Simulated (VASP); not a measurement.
Runs of VASP 6.6.1 on GaN. The structure is that of space group F-43m (No. 216), or close to it. The cells are those of the table. 

```csv
cell,gap on the mesh (eV),pressure (GPa)
"a = 2.996, b = 2.996, c = 2.932 Å, angles 60.7, 60.7, 58.6°, 2 atoms",3.41,62.5
"a = 3.314 Å, angles 60.0°, 2 atoms",(b),-17.8
"a = 3.059 Å, angles 60.0°, 2 atoms",(d),30.9
"a = 2.932 Å, angles 60.0°, 2 atoms",3.76,(c)
"a = 3.124, b = 3.124, c = 3.059 Å, angles 60.7, 60.7, 58.6°, 2 atoms",(a),18.6
"a = 3.442 Å, angles 60.0°, 2 atoms",0.60,-27.1
"a = 3.189, b = 3.189, c = 3.059 Å, angles 61.3, 61.3, 57.3°, 2 atoms",2.23,8.4
"a = 3.062, b = 3.062, c = 2.932 Å, angles 61.4, 61.4, 57.2°, 2 atoms",3.05,45.7
```

Alike in all rows: task single point; level r2SCAN; potentials or basis VASP PAW PBE potentials, release 64 (Ga_d, N); no spin polarisation; k mesh 10 × 10 × 10; cutoff (eV) 520; smearing gaussian 0.05 eV.

Q: Estimate the missing entries.

A: (a) 2.59; (b) 1.34; (c) 82.7; (d) 2.93.

Caveats: the PAW data sets were made with another functional, which shifts forces and pressure a little; the cell stands under pressure (at least some runs); the cell stands under tension (at least some runs); the stress differs along the axes, from 15 to 20 GPa (at least some runs); semilocal functionals underestimate gaps, and a narrow one can read as zero (at least some runs); the stress differs along the axes, from 0 to 12 GPa (at least some runs); the stress differs along the axes, from 38 to 50 GPa (at least some runs).

A k mesh can miss the band edges, and the runs leave out spin-orbit coupling on Ga.
